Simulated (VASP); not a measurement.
# Rb in VASP: a series of runs, part 2 of 2

VASP 6.6.1. The steps go on from the part before.

## (5) Single point, PBE+D3(BJ) (strain +0.000 along x and y, +0.040 along z)

The input, INCAR:

```
  PREC = Accurate
  ENCUT = 520
  EDIFF = 1E-6
  ISMEAR = 0
  SIGMA = 0.15
  LREAL = F
  LASPH = T
  NELM = 100
  ALGO = Fast
  ISIF = 2
  LWAVE = F
  LCHARG = F
  GGA = PE
  IVDW = 12
  NBANDS = 10
```

The input, KPOINTS:

```
Automatic mesh
0
Gamma
  12 12 12
```

The input, POSCAR:

```
Rb
1.0
    0.0000000000      3.6398846700      3.7854800568
    3.6398846700      0.0000000000      3.7854800568
    3.6398846700      3.6398846700      0.0000000000
Rb
1
Direct
    0.0000000000      0.0000000000      0.0000000000
```

Potentials or basis: VASP PAW PBE potentials, release 64 (Rb_sv).

Launch:

```console
cat potpaw_PBE.64/Rb_sv/POTCAR > POTCAR
mpirun -np 1 vasp_std > vasp.out
```

OUTCAR:

```text
PREC = Accurate
   ENCUT = 520
   EDIFF = 1E-6
   ISMEAR = 0
   LREAL = F
   LASPH = T
   NELM = 100
   ISIF = 2
   GGA = PE
   IVDW = 12
 IVDW          = 12

 ion  position               nearest neighbor table
   1  0.000  0.000  0.000-

  LATTYP: Found a body centered tetragonal cell.
 ALAT       =     5.1475742658
 C/A-ratio  =     1.4707821049

  Lattice vectors:

 A1 = (  -3.6398846700,   0.0000000000,   3.7854800568)
 A2 = (   3.6398846700,   0.0000000000,   3.7854800568)
 A3 = (   0.0000000000,   3.6398846700,  -3.7854800568)

Analysis of symmetry for initial positions (statically):
=====================================================================
 Subroutine PRICEL returns:
 Original cell was already a primitive cell.

 Routine SETGRP: Setting up the symmetry group for a
 body centered tetragonal supercell.

 Subroutine GETGRP returns: Found 16 space group operations
 (whereof 16 operations were pure point group operations)
 out of a pool of 16 trial point group operations.

The static configuration has the point symmetry D_4h.

Analysis of symmetry for dynamics (positions and initial velocities):
=====================================================================
 Subroutine PRICEL returns:
 Original cell was already a primitive cell.

 Routine SETGRP: Setting up the symmetry group for a
 body centered tetragonal supercell.

 Subroutine GETGRP returns: Found 16 space group operations
 (whereof 16 operations were pure point group operations)
 out of a pool of 16 trial point group operations.

The dynamic configuration has the point symmetry D_4h.

 Subroutine INISYM returns: Found 16 space group operations
 (whereof 16 operations are pure point group operations),
 and found     1 'primitive' translations

----------------------------------------------------------------------------------------

                                     Primitive cell

  volume of cell :     100.3058

  direct lattice vectors                    reciprocal lattice vectors
     0.000000000  3.639884670  3.785480057    -0.137366990  0.137366990  0.132083644
     3.639884670  0.000000000  3.785480057     0.137366990 -0.137366990  0.132083644
     3.639884670  3.639884670  0.000000000     0.137366990  0.137366990 -0.132083644

  length of vectors
     5.251534982  5.251534982  5.147574266     0.234915876  0.234915876  0.234915876

  position of ions in fractional coordinates (direct lattice)
     0.000000000  0.000000000  0.000000000

  ion indices of the primitive-cell ions
   primitive index   ion index
                 1           1

----------------------------------------------------------------------------------------

 KPOINTS: Automatic mesh

Automatic generation of k-mesh.
 Grid dimensions read from file:
 generate k-points for:   12   12   12

 Generating k-lattice:

  Cartesian coordinates                     Fractional coordinates (reciprocal lattice)
    -0.011447249  0.011447249  0.011006970     0.083333333  0.000000000  0.000000000
     0.011447249 -0.011447249  0.011006970     0.000000000  0.083333333  0.000000000
     0.011447249  0.011447249 -0.011006970     0.000000000  0.000000000  0.083333333

  Length of vectors
     0.019576323  0.019576323  0.019576323

  Shift w.r.t. Gamma in fractional coordinates (k-lattice)
     0.000000000  0.000000000  0.000000000

 Subroutine IBZKPT returns following result:
 ===========================================

 Found    163 irreducible k-points:

 Following reciprocal coordinates:
            Coordinates               Weight
  0.000000  0.000000  0.000000      1.000000
  0.083333 -0.000000  0.000000      8.000000
  0.166667 -0.000000  0.000000      8.000000
  0.250000  0.000000  0.000000      8.000000
  0.333333 -0.000000  0.000000      8.000000
  0.416667 -0.000000  0.000000      8.000000
[... 16 lines left out ...]
  0.500000  0.166667  0.000000      8.000000
 -0.416667  0.166667  0.000000      8.000000
 [... further k-points ...]
   k-points           NKPTS =    163   k-points in BZ     NKDIM =    163   number of bands    NBANDS=     10
   number of dos      NEDOS =    301   number of ions     NIONS =      1
   total plane-waves  NPLWV =  64000
   dimension x,y,z NGX =    40 NGY =   40 NGZ =   40
   dimension x,y,z NGXF=    80 NGYF=   80 NGZF=   80
   ions per type =               1
   NGX,Y,Z   is equivalent  to a cutoff of  12.66, 12.66, 12.92 a.u.
   NGXF,Y,Z  is equivalent  to a cutoff of  25.33, 25.33, 25.84 a.u.
 SYSTEM =  unknown system
   PREC   = accura    normal or accurate (medium, high low for compatibility)
   ISTART =      0    job   : 0-new  1-cont  2-samecut
   ICHARG =      2    charge: 1-file 2-atom 10-const
   ISPIN  =      1    spin polarized calculation?
   LNONCOLLINEAR =      F non collinear calculations
   LSORBIT =      F    spin-orbit coupling
   LASPH  =      T    aspherical Exc in radial PAW
   ENCUT  =  520.0 eV  38.22 Ry    6.18 a.u.   9.76  9.76  9.57*2*pi/ulx,y,z
   NELM   =    100;   NELMIN=  2; NELMDL= -5     # of ELM steps
   EDIFF  = 0.1E-05   stopping-criterion for ELM
   LREAL  =      F    real-space projection
   EDIFFG = 0.1E-04   stopping-criterion for IOM
   NSW    =      0    number of steps for IOM
   IBRION =     -1    ionic relax: 0-MD 1-quasi-New 2-CG
   NFREE  =      0    steps in history (QN), initial steepest desc. (CG)
   ISIF   =      2    stress and relaxation
   ISYM   =      2    0-nonsym 1-usesym 2-fastsym
   POTIM  = 0.5000    time-step for ionic-motion
   TEBEG  =    0.0;   TEEND  =   0.0 temperature during run
   PSTRESS=    0.0 pullay stress
   NELECT =       9.0000    total number of electrons
   NUPDOWN=      -1.0000    fix difference up-down
   EMIN   =  10.00;   EMAX   =-10.00  energy-range for DOS
   EFERMI =   0.00;   METHOD = LEGACY
   ISMEAR =     0;   SIGMA  =   0.15  broadening in eV -4-tet -1-fermi 0-gaus
   EFERMI_NEDOS =   21; number of points for ismear=-14 and -15
   IALGO  =     68    algorithm
   IMIX   =      4    mixing-type and parameters
     AMIX     =   0.40;   BMIX     =  1.00
     AMIX_MAG =   1.60;   BMIX_MAG =  1.00
  volume/ion in A,a.u.               =     100.31       676.90
  Fermi-wavevector in a.u.,A,eV,Ry     =   0.732904  1.384987  7.308341  0.537148
  Thomas-Fermi vector in A             =   1.825481
   LORBIT       =      0    0 simple, 1 ext, 2 COOP (PROOUT), +10 PAW based schemes
   GGA     = PE    functional components
   LHFCALC =     F    Hartree Fock is set to
   AEXX    =    0.0000 exact exchange contribution
   IVDW    =    12    specifies the selected vdW correction
   LEPSILON=     F    determine dielectric tensor
   LRPA    =     F    only Hartree local field effects (RPA)
 non-spin polarized calculation
 RMM-DIIS sequential band-by-band and
 Gauss-broadening in eV      SIGMA  =   0.15
  energy-cutoff  :      520.00
  volume of cell :      100.31
 maximum number of plane-waves:      2738
   NGX = 19   NGY = 19   NGZ = 19

 number of electron       9.0000000 magnetization

 Free energy of the ion-electron system (eV)
  ---------------------------------------------------
  ext. energy  EPLUGINS =         0.00000000
  ---------------------------------------------------
  free energy    TOTEN  =        -0.93570324 eV

  energy without entropy =       -0.92551291  energy(sigma->0) =       -0.93060807

 E-fermi :  -0.2013     XC(G=0):  -5.2371

 val. band max:       -0.2054379986   @ k =  -0.4167   0.0833   0.0000
 cond. band min:      -0.1949263099   @ k =   0.5000   0.3333   0.0833
 fundamental gap:      0.0105116887
 Fermi energy:        -0.2012856150

 k-point     1 :       0.0000    0.0000    0.0000
  band No.  band energies     occupation
      1     -29.1485      2.00000
      2     -13.1996      2.00000
      3     -13.1993      2.00000
      4     -13.1993      2.00000
      5      -2.0411      2.00000
      6       3.2297      0.00000
      7       3.3570      0.00000
      8       3.3570      0.00000
      9       4.4027      0.00000
     10       4.6866      0.00000
[... 287 lines left out ...]
 k-point    24 :      -0.4167    0.1667    0.0000
  band No.  band energies     occupation
      1     -29.1460      2.00000
      2     -13.2599      2.00000
      3     -13.2217      2.00000
      4     -13.2089      2.00000
      5       0.1481      0.00099
      6       0.5773      0.00000
      7       2.3235      0.00000
      8       3.3672      0.00000
      9       4.3417      0.00000
     10       5.0647      0.00000

 [... further k-points ...]

------------------------ aborting loop because EDIFF is reached ----------------------------------------

 Edisp (eV)   -0.09202

 E8    (eV) :    -0.0529

  FORCE on cell =-STRESS in cart. coord.  units (eV):
  Direction    XX          YY          ZZ          XY          YZ          ZX
  --------------------------------------------------------------------------------------
  -------------------------------------------------------------------------------------
  Total      -0.22280    -0.22280    -0.24208     0.00000     0.00000     0.00000
  in kB      -3.55873    -3.55873    -3.86666     0.00000     0.00000     0.00000
  external pressure =       -3.66 kB  Pullay stress =        0.00 kB

 VOLUME and BASIS-vectors are now :
 -----------------------------------------------------------------------------
  energy-cutoff  :      520.00
  volume of cell :      100.31
      direct lattice vectors                 reciprocal lattice vectors
     0.000000000  3.639884670  3.785480057    -0.137366990  0.137366990  0.132083644
     3.639884670  0.000000000  3.785480057     0.137366990 -0.137366990  0.132083644
     3.639884670  3.639884670  0.000000000     0.137366990  0.137366990 -0.132083644

 POSITION                                       TOTAL-FORCE (eV/Angst)
 -----------------------------------------------------------------------------------
      0.00000      0.00000      0.00000         0.000000     -0.000000     -0.000000
 -----------------------------------------------------------------------------------
    total drift:                               -0.000000     -0.000000     -0.000000

  FREE ENERGIE OF THE ION-ELECTRON SYSTEM (eV)
  ---------------------------------------------------
  free  energy   TOTEN  =        -1.0277216521 eV

  energy  without entropy=       -1.0175313180  energy(sigma->0) =       -1.02262649
```

stdout:

```text
POSCAR found type information on POSCAR Rb
 POSCAR found :  1 types and       1 ions
 scaLAPACK will be used
 LDA part: xc-table for (Slater+PW92), standard interpolation
 POSCAR, INCAR and KPOINTS ok, starting setup
 FFT: planning ... GRIDC
 FFT: planning ... GRID_SOFT
 FFT: planning ... GRID
 WAVECAR not read
 entering main loop
WARNING in EDDRMM: call to ZHEGV failed, returncode =   8  4      5
```

It took 82 s on 1 thread of Intel Xeon Platinum 8488C (Sapphire Rapids), shared host; peak memory 0.34 GiB.

What came out:

```
Free energy                : -1.0277 eV
Pressure                   : -0.4 GPa
Band gap on the k mesh     : zero (an odd number of electrons rules out a gap without spin polarisation)
Dispersion energy per atom : -0.092 eV
```

Levels at points of the mesh, in eV from the Fermi level:
```csv
k point,band 2,band 3,band 4,band 5,band 6,band 7,band 8,band 9
"(0.00, 0.00, 0.00)",-13.00,-13.00,-13.00,-1.84,3.43,3.56,3.56,4.60
"(0.50, 0.00, 0.00)",-13.06,-13.01,-13.01,0.15,0.61,3.21,3.42,5.20
"(0.50, 0.50, 0.00)",-13.06,-13.02,-13.02,0.58,1.15,1.92,4.33,4.33
"(0.50, 0.00, 0.50)",-13.06,-13.03,-13.02,0.72,1.37,1.82,4.09,4.15
```

Caveat: the cell differs from its parent crystal (strain +0.000 along x and y, +0.040 along z).

## (6) The runs side by side

```csv
cell,gap on the mesh (eV),pressure (GPa)
"a = 4.736 Å, angles 60.0°, 1 atom",none,0.5
"a = 5.559 Å, angles 60.0°, 1 atom",none,-0.6
"a = 5.046, b = 5.046, c = 4.942 Å, angles 60.7, 60.7, 58.6°, 1 atom",none,-0.1
"a = 5.252, b = 5.252, c = 5.148 Å, angles 60.7, 60.7, 58.7°, 1 atom",none,-0.4
```

Alike in all rows: task single point; level PBE+D3(BJ); potentials or basis VASP PAW PBE potentials, release 64 (Rb_sv); no spin polarisation; k mesh 12 × 12 × 12; cutoff (eV) 520; smearing gaussian 0.15 eV.

Total energies depend on the potentials used, so only differences within one code and one set of settings carry meaning.
